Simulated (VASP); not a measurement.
Here is a VASP 6.6.1 calculation.

File INCAR:

```
SYSTEM = GaSb
PREC     = Accurate       ! precision mode
ENCUT    = 520            ! plane-wave cutoff, eV
EDIFF    = 1E-6           ! SCF threshold, eV
ISMEAR   = 0              ! smearing method
SIGMA    = 0.15           ! smearing width, eV
LREAL    = .FALSE.        ! projectors in reciprocal space
LASPH    = .TRUE.         ! aspherical terms in the spheres
NELM     = 100            ! most SCF steps
ALGO     = Normal         ! electronic algorithm
ISIF     = 2              ! what is computed and relaxed
LWAVE    = .FALSE.        ! write WAVECAR
LCHARG   = .FALSE.        ! write CHGCAR
GGA      = PE             ! functional
NBANDS   = 16             ! bands
```

Contents of KPOINTS:

```
regular mesh
0
G
  22 22 22
  0 0 0
```

Contents of POSCAR:

```
GaSb
1.0
   -2.8694490434      2.8694490434      1.5810862690
    2.8694490434     -2.8694490434      1.5810862690
    2.8694490434      2.8694490434     -1.5810862690
Ga Sb
1 1
Direct
    0.2500000000      0.7500000000      0.5000000000
    0.0000000000      0.0000000000      0.0000000000
```

Potentials or basis: VASP PAW PBE potentials, release 64 (Ga_d, Sb).

Run with:

```sh
$ cat potpaw_PBE.64/Ga_d/POTCAR potpaw_PBE.64/Sb/POTCAR > POTCAR
$ mpirun -np 1 vasp_std > vasp.out
```

Q: Estimate the band gap on the k mesh.

A: Zero (bands 9 and 10 overlap by 4.29 eV).

Q: Predict the pressure.

A: -3.2 GPa.

Stress tensor (GPa, compression positive):
```
-3.70  0.00  0.00
 0.00 -3.70  0.00
 0.00  0.00 -2.33
```

Caveat: the cell differs from its parent crystal (strain +0.0375 x Voigt [1, 1, 0, 0, 0, 0]); the cell stands under tension; spin-orbit coupling is left out, which moves the levels of the heavy elements.
